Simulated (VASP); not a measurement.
Write the native input for VASP 6.6.1 that does the following.

- Task: single point
- Functional: PBEsol
- Potentials or basis: VASP PAW PBE potentials, release 64 (Se)
- Cutoff: 520 eV
- k mesh: 15 × 15 × 15
- Occupations: fermi-dirac, width 0.1 eV
- Spin: no spin polarisation
- Dipole correction: no
- Further INCAR settings: ALGO = Normal; EDIFF = 1e-07; NBANDS = 9

The structure of Se lies in POSCAR:

```
Se
1.0
   -1.7530348594      1.7530348594      1.7530348594
    1.7530348594     -1.7530348594      1.7530348594
    1.7530348594      1.7530348594     -1.7530348594
Se
1
Direct
    0.0000000000      0.0000000000      0.0000000000
```

This cell differs from its parent crystal: volume scaled by 1.12.

The input as run:

INCAR

```
SYSTEM = Se
ALGO = Normal ; EDIFF = 1E-7
ENCUT = 520 ; GGA = PS
ISIF = 2 ; ISMEAR = -1
LASPH = .True. ; LCHARG = .True.
LELF = .True. ; LREAL = .False.
LVHAR = .True. ; LWAVE = .False.
NBANDS = 9 ; NELM = 80
PREC = Accurate ; SIGMA = 0.1
```

KPOINTS

```
k-points
0
Gamma
  15 15 15
  0 0 0
```

Potentials or basis: VASP PAW PBE potentials, release 64 (Se).

The run is started by

```sh
$ cat potpaw_PBE.64/Se/POTCAR > POTCAR
$ mpirun -np 1 vasp_std > vasp.out
```

It gave:

* Pressure: -7.1 GPa
* Band gap on the k mesh: zero (band 3 reaches 7.39 eV, above the bottom of band 4 at 1.73 eV)

Caveat: the PAW data sets were made with another functional, which shifts forces and pressure a little.

Wall time 26 s on 1 thread of AMD EPYC 7R13, with other jobs on the host, peak memory 0.12 GiB.
